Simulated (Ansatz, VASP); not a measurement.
N in VASP and in Ansatz

The input INCAR:

```
SYSTEM = N
ALGO = Normal ; EDIFF = 1E-6
ENCUT = 520 ; GGA = PE
ISIF = 2 ; ISMEAR = 0
LASPH = .True. ; LCHARG = .False.
LREAL = .False. ; LWAVE = .False.
NBANDS = 12 ; NELM = 60
PREC = Accurate ; SIGMA = 0.1
```

Contents of KPOINTS:

```
k-points
0
Gamma
  10 10 10
  0 0 0
```

The input POSCAR:

```
N
1.0
   -1.3087619166      1.9460435533      1.4383096925
    1.3087619166     -1.9460435533      1.4383096925
    1.3087619166      1.9460435533     -1.4383096925
N
2
Direct
    0.8033091100      0.0533091100      0.7500000000
    0.1966908900      0.9466908900      0.2500000000
```

Input for Ansatz:

```yaml
crystal:
  lattice:
    - [-1.3087619166, 1.9460435533, 1.4383096925]
    - [1.3087619166, -1.9460435533, 1.4383096925]
    - [1.3087619166, 1.9460435533, -1.4383096925]
  atoms:
    - { symbol: "N", position: [0.80330911, 0.05330911, 0.75] }
    - { symbol: "N", position: [0.19669089, 0.94669089, 0.25] }
basis:
  ecutwfc: 420
kpoints:
  mp_grid: { grid: [10, 10, 10] }
hamiltonian:
  xc: pbe
scf:
  occupations: { method: gaussian, width: 0.1 }
output:
  forces: true
  stress: true
  eigenvalues: true
```

Alike in both runs: task single point; functional PBE; k mesh 10 × 10 × 10; occupations gaussian, width 0.1 eV; no spin polarisation.

```csv
,VASP,Ansatz
version,VASP 6.6.1,Ansatz 0.2.0
potentials or method,"VASP PAW PBE potentials, release 64 (N), cutoff 520 eV","scalar-relativistic, plane waves, PAW"
valence electrons in the cell,10,10
```

|  | VASP | Ansatz | Ansatz less VASP |
| --- | --- | --- | --- |
| gap on the k mesh at the Fermi level (eV) | none | none | - |
| pressure (GPa) | -20.3 | -20.1 | +0.18 |
| traceless stress, the component that is largest in VASP (GPa) | -25.59 | -25.72 | -0.130 |
| rms of the force components (eV/Å) | 2.519 | 2.536 | +0.0173 |

Atom by atom the forces differ by 0.017 eV/Å (rms over components). A gap of «none» marks a metal or a gap that the smearing closes. The functional is the same, so the differences come from potentials, cutoffs and numerics.
